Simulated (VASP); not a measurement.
Here is a VASP 6.6.1 calculation.

The input INCAR:

```
SYSTEM = Ge3B2C3
  ALGO = Normal
  EDIFF = 1E-7
  ENCUT = 520
  GGA = PE
  ISIF = 2
  ISMEAR = 0
  LASPH = .TRUE.
  LCHARG = .TRUE.
  LELF = .TRUE.
  LREAL = .FALSE.
  LVHAR = .TRUE.
  LWAVE = .FALSE.
  NBANDS = 40
  NELM = 100
  PREC = Accurate
  SIGMA = 0.2
```

File KPOINTS:

```
k-points
0
G
  6 6 4
  0 0 0
```

The input POSCAR:

```
Ge3B2C3
1.0
    0.0000000000     -4.8957639419      0.0000000000
   -4.2653624949      2.4478819709     -0.0004981755
    2.5813598063      0.0000000000     -5.3459966112
Ge B C
3 2 3
Direct
    0.2267959318      0.3539403564      0.0398327301
    0.7330109349      1.0000000000      0.5000000000
    0.8728555754      0.6460596436      0.9601672699
    0.0670869305      0.6671007798      0.5000800823
    0.3999861507      0.3328992202      0.4999199177
    0.1131864862      1.0000000000      0.5000000000
    0.3361142869      0.5835809694      0.4394966928
    0.7525333175      0.4164190306      0.5605033072
```

Potentials or basis: VASP PAW PBE potentials, release 64 (Ge_d, B, C).

The run is started by

```console
$ cat potpaw_PBE.64/Ge_d/POTCAR potpaw_PBE.64/B/POTCAR potpaw_PBE.64/C/POTCAR > POTCAR
$ mpirun -np 1 vasp_std > vasp.out
```

Task: Estimate the pressure.

Result: 0.1 GPa.

Task: Estimate the largest force.

Result: 0.036 eV/Å.

Forces on the atoms (eV/Å):
```
Ge  -0.006  0.004  0.001
Ge   0.000 -0.002  0.000
Ge   0.006  0.004 -0.001
B    0.011 -0.015 -0.005
B   -0.011 -0.015  0.005
C    0.000  0.036  0.000
C   -0.020 -0.007 -0.012
C    0.020 -0.007  0.012
```
